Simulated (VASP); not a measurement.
# Te2Mo (P6_3/mmc) in VASP: notebook

The runs below take Te2Mo through single point, relaxation of cell and atoms, with PBE.

All numbers are computed with VASP 6.6.1; they aren't measurements. Logs are shortened: lines on timing, memory, paths and dates and some standing lists are left out, and cuts for length are marked.

### 1 The cell of the first run

It takes space group P6_3/mmc (No. 194, hexagonal). The conventional cell has a = 3.321 Å, b = 3.321 Å, c = 12.722 Å, α = 90.00°, β = 90.00°, γ = 120.00°. Te (site symmetry 3m) has 3 Mo at 2.65 Å and 9 Te at 3.30 to 3.32 Å within 3.5 Å. Mo (site symmetry -6m2) has 6 Te at 2.65 Å and 6 Mo at 3.32 Å within 3.5 Å.

### 2 Single point, PBE

INCAR

```
SYSTEM = Te2Mo
PREC = Accurate ; ENCUT = 520
EDIFF = 1E-7 ; ISMEAR = 0
SIGMA = 0.01 ; LREAL = .FALSE.
LASPH = .TRUE. ; NELM = 80
ALGO = Normal ; ISIF = 2
LWAVE = .FALSE. ; LCHARG = .FALSE.
GGA = PE ; NBANDS = 35
```

KPOINTS

```
Automatic mesh
0
G
  12 12 4
  0 0 0
```

POSCAR

```
Te2Mo
1.0
    3.3214110817      0.0000000000      0.0000000000
   -1.6607055408      2.8764263732      0.0000000000
    0.0000000000      0.0000000000     12.7218977763
Te Mo
4 2
Direct
    0.3333333333      0.6666666667      0.6056635155
    0.6666666667      0.3333333333      0.1056635155
    0.6666666667      0.3333333333      0.3943364845
    0.3333333333      0.6666666667      0.8943364845
    0.3333333333      0.6666666667      0.2500000000
    0.6666666667      0.3333333333      0.7500000000
```

Potentials or basis: VASP PAW PBE potentials, release 64 (Te, Mo_sv).

Command:

```console
$ cat potpaw_PBE.64/Te/POTCAR potpaw_PBE.64/Mo_sv/POTCAR > POTCAR
$ mpirun -np 1 vasp_std > vasp.out
```

OUTCAR:

```text
SYSTEM = Te2Mo
   PREC = Accurate
   ENCUT = 520
   EDIFF = 1E-7
   ISMEAR = 0
   LREAL = .FALSE.
   LASPH = .TRUE.
   NELM = 80
   ISIF = 2
   GGA = PE

 ion  position               nearest neighbor table
   1  0.333  0.667  0.606-   6 2.65   6 2.65   6 2.65   3 3.30   3 3.30   3 3.30   4 3.67
   2  0.667  0.333  0.106-   5 2.65   5 2.65   5 2.65   4 3.30   4 3.30   4 3.30   3 3.67
   3  0.667  0.333  0.394-   5 2.65   5 2.65   5 2.65   1 3.30   1 3.30   1 3.30   2 3.67
   4  0.333  0.667  0.894-   6 2.65   6 2.65   6 2.65   2 3.30   2 3.30   2 3.30   1 3.67
   5  0.333  0.667  0.250-   2 2.65   3 2.65   2 2.65   3 2.65   2 2.65   3 2.65
   6  0.667  0.333  0.750-   1 2.65   4 2.65   1 2.65   4 2.65   1 2.65   4 2.65

  LATTYP: Found a hexagonal cell.
 ALAT       =     3.3214110817
 C/A-ratio  =     3.8302689620

  Lattice vectors:

 A1 = (   3.3214110817,   0.0000000000,   0.0000000000)
 A2 = (  -1.6607055408,   2.8764263732,   0.0000000000)
 A3 = (   0.0000000000,   0.0000000000,  12.7218977763)

Analysis of symmetry for initial positions (statically):
=====================================================================
 Subroutine PRICEL returns:
 Original cell was already a primitive cell.

 Routine SETGRP: Setting up the symmetry group for a
 hexagonal supercell.

 Subroutine GETGRP returns: Found 24 space group operations
 (whereof 12 operations were pure point group operations)
 out of a pool of 24 trial point group operations.

The static configuration has the point symmetry D_3d.
 The point group associated with its full space group is D_6h.

Analysis of symmetry for dynamics (positions and initial velocities):
=====================================================================
 Subroutine PRICEL returns:
 Original cell was already a primitive cell.

 Routine SETGRP: Setting up the symmetry group for a
 hexagonal supercell.

 Subroutine GETGRP returns: Found 24 space group operations
 (whereof 12 operations were pure point group operations)
 out of a pool of 24 trial point group operations.

The dynamic configuration has the point symmetry D_3d.
 The point group associated with its full space group is D_6h.

 Subroutine INISYM returns: Found 24 space group operations
 (whereof 12 operations are pure point group operations),
 and found     1 'primitive' translations

----------------------------------------------------------------------------------------

                                     Primitive cell

[... 102 lines left out ...]
   IBRION =     -1    ionic relax: 0-MD 1-quasi-New 2-CG
   NFREE  =      0    steps in history (QN), initial steepest desc. (CG)
   ISIF   =      2    stress and relaxation
   ISYM   =      2    0-nonsym 1-usesym 2-fastsym
   POTIM  = 0.5000    time-step for ionic-motion
   TEBEG  =    0.0;   TEEND  =   0.0 temperature during run
   PSTRESS=    0.0 pullay stress
   NELECT =      52.0000    total number of electrons
   NUPDOWN=      -1.0000    fix difference up-down
   EMIN   =  10.00;   EMAX   =-10.00  energy-range for DOS
   EFERMI =   0.00;   METHOD = LEGACY
   ISMEAR =     0;   SIGMA  =   0.01  broadening in eV -4-tet -1-fermi 0-gaus
   EFERMI_NEDOS =   21; number of points for ismear=-14 and -15
   IALGO  =     38    algorithm
   IMIX   =      4    mixing-type and parameters
     AMIX     =   0.40;   BMIX     =  1.00
     AMIX_MAG =   1.60;   BMIX_MAG =  1.00
  volume/ion in A,a.u.               =      20.26       136.70
  Fermi-wavevector in a.u.,A,eV,Ry     =   1.233578  2.331125 20.704191  1.521715
  Thomas-Fermi vector in A             =   2.368303
   LORBIT       =      0    0 simple, 1 ext, 2 COOP (PROOUT), +10 PAW based schemes
   GGA     = PE    functional components
   LHFCALC =     F    Hartree Fock is set to
   AEXX    =    0.0000 exact exchange contribution
   IVDW    =     0    specifies the selected vdW correction
   LEPSILON=     F    determine dielectric tensor
   LRPA    =     F    only Hartree local field effects (RPA)
 non-spin polarized calculation
 Gauss-broadening in eV      SIGMA  =   0.01
  energy-cutoff  :      520.00
  volume of cell :      121.54
 maximum number of plane-waves:      3294
 NGX is ok and might be reduce to    28
   NGX = 13   NGY = 13   NGZ = 47

 number of electron      52.0000004 magnetization

 Free energy of the ion-electron system (eV)
  ---------------------------------------------------
  ext. energy  EPLUGINS =         0.00000000
  ---------------------------------------------------
  free energy    TOTEN  =       -34.37966620 eV

  energy without entropy =      -34.37952572  energy(sigma->0) =      -34.37959596

 E-fermi :  11.7189     XC(G=0): -11.6196

 val. band max:       11.7177944634   @ k =   0.2500   0.1667   0.0000
 cond. band min:      11.7298718987   @ k =   0.1667   0.1667   0.0000
 fundamental gap:      0.0120774353
 Fermi energy:        11.7188912438

 k-point     1 :       0.0000    0.0000    0.0000
  band No.  band energies     occupation
      1     -49.4408      2.00000
      2     -49.4408      2.00000
      3     -23.7258      2.00000
      4     -23.7257      2.00000
      5     -23.4494      2.00000
      6     -23.4494      2.00000
[... 901 lines left out ...]
     34      15.5988      0.00000
     35      16.2089      0.00000

 [... further k-points ...]

------------------------ aborting loop because EDIFF is reached ----------------------------------------

  FORCE on cell =-STRESS in cart. coord.  units (eV):
  Direction    XX          YY          ZZ          XY          YZ          ZX
  --------------------------------------------------------------------------------------
  -------------------------------------------------------------------------------------
  Total       15.1571196     15.1571196     15.2302217      0.0000000      0.0000000     -0.0000000
  in kB      199.8018320    199.8018320    200.7654668      0.0000000      0.0000000     -0.0000000
  external PRESSURE =     200.1230436 kB  Pullay stress =       0.0000000 kB

 VOLUME and BASIS-vectors are now :
 -----------------------------------------------------------------------------
  energy-cutoff  :      520.00
  volume of cell :      121.54
      direct lattice vectors                 reciprocal lattice vectors
     3.321411082  0.000000000  0.000000000     0.301076854  0.173826803  0.000000000
    -1.660705541  2.876426373  0.000000000     0.000000000  0.347653606  0.000000000
     0.000000000  0.000000000 12.721897776     0.000000000  0.000000000  0.078604625

 POSITION                                       TOTAL-FORCE (eV/Angst)
 -----------------------------------------------------------------------------------
     -0.00000      1.91762      7.70519         0.000000      0.000000     -0.021890
      1.66071      0.95881      1.34424         0.000000      0.000000     -0.021890
      1.66071      0.95881      5.01671         0.000000     -0.000000      0.021890
     -0.00000      1.91762     11.37766         0.000000      0.000000      0.021890
     -0.00000      1.91762      3.18047         0.000000     -0.000000     -0.000000
      1.66071      0.95881      9.54142        -0.000000      0.000000     -0.000000
 -----------------------------------------------------------------------------------
    total drift:                                0.000000     -0.000000      0.000000

  FREE ENERGIE OF THE ION-ELECTRON SYSTEM (eV)
  ---------------------------------------------------
  free  energy   TOTEN  =       -34.3796662037 eV

  energy  without entropy=      -34.3795257217  energy(sigma->0) =      -34.37959596
```

stdout:

```text
POSCAR found type information on POSCAR TeMo
 POSCAR found :  2 types and       6 ions
 scaLAPACK will be used
 LDA part: xc-table for (Slater+PW92), standard interpolation
 POSCAR, INCAR and KPOINTS ok, starting setup
 FFT: planning ... GRIDC
 FFT: planning ... GRID_SOFT
 FFT: planning ... GRID
 WAVECAR not read
 entering main loop
```

Wall time 3.4 min (1 thread of AMD EPYC 9R45 (Zen 5), shared host); peak memory 0.34 GiB.

Results:

| Quantity | Value |
| --- | --- |
| Free energy | -34.3797 eV |
| Pressure | 20.0 GPa |
| Largest force | 0.022 eV/Å |
| Band gap on the k mesh | zero (bands 26 and 27 overlap by 0.45 eV) |

Forces on the atoms (eV/Å):
```
Te   0.000  0.000 -0.022
Te   0.000  0.000 -0.022
Te   0.000  0.000  0.022
Te   0.000  0.000  0.022
Mo   0.000  0.000  0.000
Mo   0.000  0.000  0.000
```

Stress tensor (GPa, compression positive):
```
19.98  0.00  0.00
 0.00 19.98  0.00
 0.00  0.00 20.08
```

Caveat: the cell stands under pressure; spin-orbit coupling is left out, which moves the levels of the heavy elements.

### 3 Single point, PBE

This run uses another cell than the first one, of 23.63 Å³/atom.

INCAR

```
PREC = Accurate ; ENCUT = 520
EDIFF = 1E-6 ; ISMEAR = 0
SIGMA = 0.02 ; LREAL = False
LASPH = True ; NELM = 60
ALGO = Normal ; ISIF = 2
LWAVE = False ; LCHARG = False
GGA = PE ; NBANDS = 35
```

KPOINTS

```
Automatic mesh
0
Gamma
  12 12 2
```

POSCAR

```
Te2Mo
1.0
    3.4776222009      0.0000000000      0.0000000000
   -1.7388111004      3.0117091707      0.0000000000
    0.0000000000      0.0000000000     13.5359552112
Te Mo
4 2
Direct
    0.3333333333      0.6666666667      0.6155264542
    0.6666666667      0.3333333333      0.1155264542
    0.6666666667      0.3333333333      0.3844735458
    0.3333333333      0.6666666667      0.8844735458
    0.3333333333      0.6666666667      0.2500000000
    0.6666666667      0.3333333333      0.7500000000
```

Potentials or basis: VASP PAW PBE potentials, release 64 (Te, Mo_sv).

Command:

```console
$ cat potpaw_PBE.64/Te/POTCAR potpaw_PBE.64/Mo_sv/POTCAR > POTCAR
$ mpirun -np 1 vasp_std > vasp.out
```

Wall time 2.2 min (1 thread of AMD EPYC 9R45 (Zen 5), shared host); peak memory 0.34 GiB.

The run converged. Its results:

* Free energy: -35.8192 eV
* Pressure: 5.0 GPa
* Largest force: 0.015 eV/Å
* Band gap on the k mesh: 0.55 eV (least direct gap 0.94 eV)

Forces on the atoms (eV/Å):
```
Te   0.000  0.000 -0.015
Te   0.000  0.000 -0.015
Te   0.000  0.000  0.015
Te   0.000  0.000  0.015
Mo   0.000  0.000  0.000
Mo   0.000  0.000  0.000
```

Stress tensor (GPa, compression positive):
```
4.96 0.00 0.00
0.00 4.96 0.00
0.00 0.00 5.04
```

Levels at points of the mesh, in eV from the valence-band top:
| k point | band 23 | band 24 | band 25 | band 26 | band 27 | band 28 | band 29 | band 30 |
| --- | --- | --- | --- | --- | --- | --- | --- | --- |
| (0.00, 0.00, 0.00) | -1.06 | -1.06 | -0.13 | -0.03 | 2.83 | 2.83 | 3.02 | 3.02 |
| (0.50, 0.00, 0.00) | -1.21 | -1.13 | -0.74 | -0.27 | 1.23 | 1.31 | 1.34 | 1.80 |
| (0.00, 0.00, 0.50) | -1.09 | -1.09 | -0.06 | -0.06 | 2.87 | 2.87 | 2.87 | 2.87 |
| (0.50, 0.00, 0.50) | -1.14 | -1.14 | -0.51 | -0.51 | 1.26 | 1.26 | 1.60 | 1.60 |

Caveat: the cell stands under pressure; semilocal functionals underestimate gaps, and a narrow one can read as zero; spin-orbit coupling is left out, which moves the levels of the heavy elements; this functional lacks dispersion, which binds layers or chains, so the pressure and a relaxed spacing across them are unreliable. A k mesh can miss the band edges.

[end of part 1 of 2]
